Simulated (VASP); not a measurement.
# TePb (Fm-3m) in VASP: single point with PBE

Aim: the single point of TePb with PBE.

All numbers are computed with VASP 6.6.1; they aren't measurements. Logs are shortened: lines on timing, memory, paths and dates and some standing lists are left out, and cuts for length are marked.

### Step 1. The cell of the first run

It takes space group Fm-3m (No. 225, cubic). The conventional cell has a = 6.569 Å, b = 6.569 Å, c = 6.569 Å, α = 90.00°, β = 90.00°, γ = 90.00°. Within 4.3 Å of Pb (site symmetry m-3m) lie 6 Te at 3.28 Å. Te (site symmetry m-3m) has 6 Pb at 3.28 Å within 4.3 Å.

### Step 2. Single point, PBE

INCAR reads:

```
PREC = Accurate
ENCUT = 520
EDIFF = 1E-7
ISMEAR = 0
SIGMA = 0.02
LREAL = F
LASPH = T
NELM = 80
ALGO = Normal
ISIF = 2
LWAVE = F
LCHARG = F
GGA = PE
NBANDS = 39
```

KPOINTS reads:

```
Automatic mesh
0
Gamma
  6 6 4
```

POSCAR reads:

```
TePb
1.0
    4.6452898470      0.0000000000      0.0000000000
   -2.3226449235      4.0229390155      0.0000000000
    0.0000000000      0.0000000000     11.3784619898
Pb Te
3 3
Direct
    0.0000000000      0.0000000000      0.0000000000
    0.3333333333      0.6666666667      0.3333333333
    0.6666666667      0.3333333333      0.6666666667
    0.6666666667      0.3333333333      0.1666666667
    0.0000000000      0.0000000000      0.5000000000
    0.3333333333      0.6666666667      0.8333333333
```

Potentials or basis: VASP PAW PBE potentials, release 64 (Pb_d, Te).

Started as:

```console
$ cat potpaw_PBE.64/Pb_d/POTCAR potpaw_PBE.64/Te/POTCAR > POTCAR
$ mpirun -np 1 vasp_std > vasp.out
```

OUTCAR:

```text
PREC = Accurate
   ENCUT = 520
   EDIFF = 1E-7
   ISMEAR = 0
   LREAL = F
   LASPH = T
   NELM = 80
   ISIF = 2
   GGA = PE

 ion  position               nearest neighbor table
   1  0.000  0.000  0.000-   4 3.28   6 3.28   4 3.28   6 3.28   4 3.28   6 3.28
   2  0.333  0.667  0.333-   4 3.28   4 3.28   5 3.28   4 3.28   5 3.28   5 3.28
   3  0.667  0.333  0.667-   6 3.28   6 3.28   5 3.28   6 3.28   5 3.28   5 3.28
   4  0.667  0.333  0.167-   2 3.28   2 3.28   1 3.28   2 3.28   1 3.28   1 3.28
   5  0.000  0.000  0.500-   2 3.28   3 3.28   3 3.28   2 3.28   3 3.28   2 3.28
   6  0.333  0.667  0.833-   3 3.28   3 3.28   1 3.28   3 3.28   1 3.28   1 3.28

  LATTYP: Found a hexagonal cell.
 ALAT       =     4.6452898470
 C/A-ratio  =     2.4494622219

  Lattice vectors:

 A1 = (   4.6452898470,   0.0000000000,   0.0000000000)
 A2 = (  -2.3226449235,   4.0229390155,   0.0000000000)
 A3 = (   0.0000000000,   0.0000000000,  11.3784619898)

Analysis of symmetry for initial positions (statically):
=====================================================================
 Subroutine PRICEL returns following result:

  LATTYP: Found a face centered cubic cell.
 ALAT       =     6.5693826956

  Lattice vectors:

 A1 = (   2.3226449233,  -1.3409796717,   3.7928206629)
 A2 = (  -0.0000000002,   2.6819593438,   3.7928206629)
 A3 = (  -2.3226449230,  -1.3409796721,   3.7928206640)

   3 primitive cells build up your supercell.

 Routine SETGRP: Setting up the symmetry group for a
 hexagonal supercell.

 Subroutine GETGRP returns: Found 12 space group operations
 (whereof 12 operations were pure point group operations)
 out of a pool of 24 trial point group operations.

The static configuration has the point symmetry D_3d.

Analysis of symmetry for dynamics (positions and initial velocities):
=====================================================================
 Subroutine PRICEL returns following result:

  LATTYP: Found a face centered cubic cell.
 ALAT       =     6.5693826956

  Lattice vectors:

 A1 = (   2.3226449233,  -1.3409796717,   3.7928206629)
 A2 = (  -0.0000000002,   2.6819593438,   3.7928206629)
 A3 = (  -2.3226449230,  -1.3409796721,   3.7928206640)

   3 primitive cells build up your supercell.

 Routine SETGRP: Setting up the symmetry group for a
 hexagonal supercell.

 Subroutine GETGRP returns: Found 12 space group operations
 (whereof 12 operations were pure point group operations)
 out of a pool of 24 trial point group operations.

The dynamic configuration has the point symmetry D_3d.

 Subroutine INISYM returns: Found 12 space group operations
 (whereof 12 operations are pure point group operations),
 and found     3 'primitive' translations

----------------------------------------------------------------------------------------

                                     Primitive cell

  volume of cell :      70.8792

  direct lattice vectors                    reciprocal lattice vectors
     2.322644923 -1.340979672  3.792820663     0.215271820 -0.124287243  0.087885340
    -0.000000000  2.681959344  3.792820663     0.000000000  0.248574487  0.087885340
    -2.322644923 -1.340979672  3.792820664    -0.215271820 -0.124287243  0.087885340

  length of vectors
     4.645255052  4.645255052  4.645255053     0.263653387  0.263653387  0.263653387

  position of ions in fractional coordinates (direct lattice)
     0.000000000  0.000000000  0.000000000
     0.500000000  0.500000000  0.500000000

  ion indices of the primitive-cell ions
   primitive index   ion index
                 1           1
                 2           4

----------------------------------------------------------------------------------------

 KPOINTS: Automatic mesh

Automatic generation of k-mesh.
 Grid dimensions read from file:
 generate k-points for:    6    6    4

 Generating k-lattice:

  Cartesian coordinates                     Fractional coordinates (reciprocal lattice)
     0.035878637  0.020714541  0.000000000     0.166666667  0.000000000  0.000000000
     0.000000000  0.041429081  0.000000000     0.000000000  0.166666667  0.000000000
     0.000000000  0.000000000  0.021971335     0.000000000  0.000000000  0.250000000

  Length of vectors
     0.041429081  0.041429081  0.021971335

  Shift w.r.t. Gamma in fractional coordinates (k-lattice)
     0.000000000  0.000000000  0.000000000

 Subroutine IBZKPT returns following result:
 ===========================================

 Found     24 irreducible k-points:

 Following reciprocal coordinates:
            Coordinates               Weight
  0.000000  0.000000  0.000000      1.000000
  0.166667 -0.000000  0.000000      6.000000
  0.333333  0.000000  0.000000      6.000000
  0.500000  0.000000  0.000000      3.000000
  0.166667  0.166667  0.000000      6.000000
  0.333333  0.166667  0.000000     12.000000
[... 16 lines left out ...]
  0.333333  0.166667  0.500000     12.000000
  0.333333  0.333333  0.500000      2.000000
   k-points           NKPTS =     24   k-points in BZ     NKDIM =     24   number of bands    NBANDS=     39
   number of dos      NEDOS =    301   number of ions     NIONS =      6
   total plane-waves  NPLWV = 116640
   dimension x,y,z NGX =    36 NGY =   36 NGZ =   90
   dimension x,y,z NGXF=    72 NGYF=   72 NGZF=  180
   ions per type =               3   3
   NGX,Y,Z   is equivalent  to a cutoff of  12.88, 12.88, 13.15 a.u.
   NGXF,Y,Z  is equivalent  to a cutoff of  25.77, 25.77, 26.30 a.u.
 SYSTEM =  unknown system
   PREC   = accura    normal or accurate (medium, high low for compatibility)
   ISTART =      0    job   : 0-new  1-cont  2-samecut
   ICHARG =      2    charge: 1-file 2-atom 10-const
   ISPIN  =      1    spin polarized calculation?
   LNONCOLLINEAR =      F non collinear calculations
   LSORBIT =      F    spin-orbit coupling
   LASPH  =      T    aspherical Exc in radial PAW
   ENCUT  =  520.0 eV  38.22 Ry    6.18 a.u.   8.64  8.64 21.16*2*pi/ulx,y,z
   NELM   =     80;   NELMIN=  2; NELMDL= -5     # of ELM steps
   EDIFF  = 0.1E-06   stopping-criterion for ELM
   LREAL  =      F    real-space projection
   EDIFFG = 0.1E-05   stopping-criterion for IOM
   NSW    =      0    number of steps for IOM
   IBRION =     -1    ionic relax: 0-MD 1-quasi-New 2-CG
   NFREE  =      0    steps in history (QN), initial steepest desc. (CG)
   ISIF   =      2    stress and relaxation
   ISYM   =      2    0-nonsym 1-usesym 2-fastsym
   POTIM  = 0.5000    time-step for ionic-motion
   TEBEG  =    0.0;   TEEND  =   0.0 temperature during run
   PSTRESS=    0.0 pullay stress
   NELECT =      60.0000    total number of electrons
   NUPDOWN=      -1.0000    fix difference up-down
   EMIN   =  10.00;   EMAX   =-10.00  energy-range for DOS
   EFERMI =   0.00;   METHOD = LEGACY
   ISMEAR =     0;   SIGMA  =   0.02  broadening in eV -4-tet -1-fermi 0-gaus
   EFERMI_NEDOS =   21; number of points for ismear=-14 and -15
   IALGO  =     38    algorithm
   IMIX   =      4    mixing-type and parameters
     AMIX     =   0.40;   BMIX     =  1.00
     AMIX_MAG =   1.60;   BMIX_MAG =  1.00
  volume/ion in A,a.u.               =      35.44       239.16
  Fermi-wavevector in a.u.,A,eV,Ry     =   1.073772  2.029134 15.687324  1.152986
  Thomas-Fermi vector in A             =   2.209581
   LORBIT       =      0    0 simple, 1 ext, 2 COOP (PROOUT), +10 PAW based schemes
   GGA     = PE    functional components
   LHFCALC =     F    Hartree Fock is set to
   AEXX    =    0.0000 exact exchange contribution
   IVDW    =     0    specifies the selected vdW correction
   LEPSILON=     F    determine dielectric tensor
   LRPA    =     F    only Hartree local field effects (RPA)
 non-spin polarized calculation
 Gauss-broadening in eV      SIGMA  =   0.02
  energy-cutoff  :      520.00
  volume of cell :      212.64
 maximum number of plane-waves:      5762
 NGX is ok and might be reduce to    36
   NGX = 17   NGY = 17   NGZ = 43

 number of electron      59.9999995 magnetization

 Free energy of the ion-electron system (eV)
  ---------------------------------------------------
  ext. energy  EPLUGINS =         0.00000000
  ---------------------------------------------------
  free energy    TOTEN  =       -22.57082083 eV

  energy without entropy =      -22.57082083  energy(sigma->0) =      -22.57082083

 E-fermi :   5.1362     XC(G=0):  -9.0794

 val. band max:        4.9940787757   @ k =   0.5000   0.0000   0.5000
 cond. band min:       5.8263711947   @ k =   0.5000   0.0000   0.5000
 fundamental gap:      0.8322924190
 Fermi energy:         5.1362239203

 k-point     1 :       0.0000    0.0000    0.0000
  band No.  band energies     occupation
      1     -11.6570      2.00000
      2     -11.6570      2.00000
      3     -11.6570      2.00000
      4     -11.6570      2.00000
      5     -11.6482      2.00000
      6     -11.6482      2.00000
[... 31 lines left out ...]
     38       9.0200      0.00000
     39       9.0207      0.00000

 k-point     2 :       0.1667   -0.0000    0.0000
  band No.  band energies     occupation
      1     -11.6671      2.00000
      2     -11.6593      2.00000
      3     -11.6571      2.00000
      4     -11.6519      2.00000
      5     -11.6506      2.00000
      6     -11.6488      2.00000
[... 31 lines left out ...]
     38       8.6051      0.00000
     39       9.0752      0.00000

 k-point     3 :       0.3333    0.0000    0.0000
  band No.  band energies     occupation
      1     -11.6859      2.00000
      2     -11.6664      2.00000
      3     -11.6609      2.00000
      4     -11.6554      2.00000
      5     -11.6515      2.00000
      6     -11.6479      2.00000
[... 832 lines left out ...]
 k-point    23 :       0.3333    0.1667    0.5000
  band No.  band energies     occupation
      1     -11.6827      2.00000
      2     -11.6783      2.00000
      3     -11.6654      2.00000
      4     -11.6552      2.00000
      5     -11.6477      2.00000
      6     -11.6467      2.00000
[... 31 lines left out ...]
     38       9.6943      0.00000
     39      10.3563      0.00000

 k-point    24 :       0.3333    0.3333    0.5000
  band No.  band energies     occupation
      1     -11.6756      2.00000
      2     -11.6756      2.00000
      3     -11.6756      2.00000
      4     -11.6515      2.00000
      5     -11.6515      2.00000
      6     -11.6515      2.00000
[... 31 lines left out ...]
     38       9.7252      0.00000
     39       9.7252      0.00000

------------------------ aborting loop because EDIFF is reached ----------------------------------------

  FORCE on cell =-STRESS in cart. coord.  units (eV):
  Direction    XX          YY          ZZ          XY          YZ          ZX
  --------------------------------------------------------------------------------------
  -------------------------------------------------------------------------------------
  Total       -0.0579092     -0.0579092     -0.0586555     -0.0000000      0.0000000      0.0000000
  in kB       -0.4363335     -0.4363335     -0.4419567     -0.0000000      0.0000000      0.0000000
  external PRESSURE =      -0.4382079 kB  Pullay stress =       0.0000000 kB

 VOLUME and BASIS-vectors are now :
 -----------------------------------------------------------------------------
  energy-cutoff  :      520.00
  volume of cell :      212.64
      direct lattice vectors                 reciprocal lattice vectors
     4.645289847  0.000000000  0.000000000     0.215271820  0.124287243  0.000000000
    -2.322644923  4.022939016  0.000000000     0.000000000  0.248574487  0.000000000
     0.000000000  0.000000000 11.378461990     0.000000000  0.000000000  0.087885340

 POSITION                                       TOTAL-FORCE (eV/Angst)
 -----------------------------------------------------------------------------------
      0.00000      0.00000      0.00000         0.000000     -0.000000      0.000000
     -0.00000      2.68196      3.79282        -0.000000     -0.000000      0.000000
      2.32264      1.34098      7.58564        -0.000000     -0.000000     -0.000000
      2.32264      1.34098      1.89641         0.000000      0.000000      0.000000
      0.00000      0.00000      5.68923        -0.000000     -0.000000      0.000000
     -0.00000      2.68196      9.48205         0.000000     -0.000000      0.000000
 -----------------------------------------------------------------------------------
    total drift:                                0.000000     -0.000000      0.000000

  FREE ENERGIE OF THE ION-ELECTRON SYSTEM (eV)
  ---------------------------------------------------
  free  energy   TOTEN  =       -22.5708208347 eV

  energy  without entropy=      -22.5708208347  energy(sigma->0) =      -22.57082083
```

Run time: 9.6 min. Hardware: 1 thread of Intel Xeon 8259CL, shared host; peak memory 0.42 GiB.

Results:

- Free energy: -22.5708 eV
- Pressure: 0.0 GPa
- Band gap on the k mesh: 0.83 eV

Levels at points of the mesh, in eV from the valence-band top:
| k point | band 26 | band 27 | band 28 | band 29 | band 30 | band 31 | band 32 | band 33 | band 34 | band 35 |
| --- | --- | --- | --- | --- | --- | --- | --- | --- | --- | --- |
| (0.00, 0.00, 0.00) | -0.89 | -0.89 | -0.89 | -0.34 | -0.34 | 1.52 | 1.52 | 1.94 | 1.94 | 1.94 |
| (0.50, 0.00, 0.00) | -2.08 | -1.44 | -1.44 | -1.13 | -1.13 | 2.21 | 2.21 | 2.50 | 2.50 | 3.22 |
| (0.00, 0.00, 0.50) | -0.84 | -0.84 | -0.73 | -0.73 | 0.00 | 0.83 | 1.40 | 1.40 | 2.90 | 2.90 |
| (0.50, 0.00, 0.50) | -2.13 | -2.13 | -0.73 | -0.73 | 0.00 | 0.83 | 1.40 | 1.40 | 3.85 | 3.85 |

Caveat: spin-orbit coupling is left out, which moves the levels of the heavy elements. A k mesh can miss the band edges.
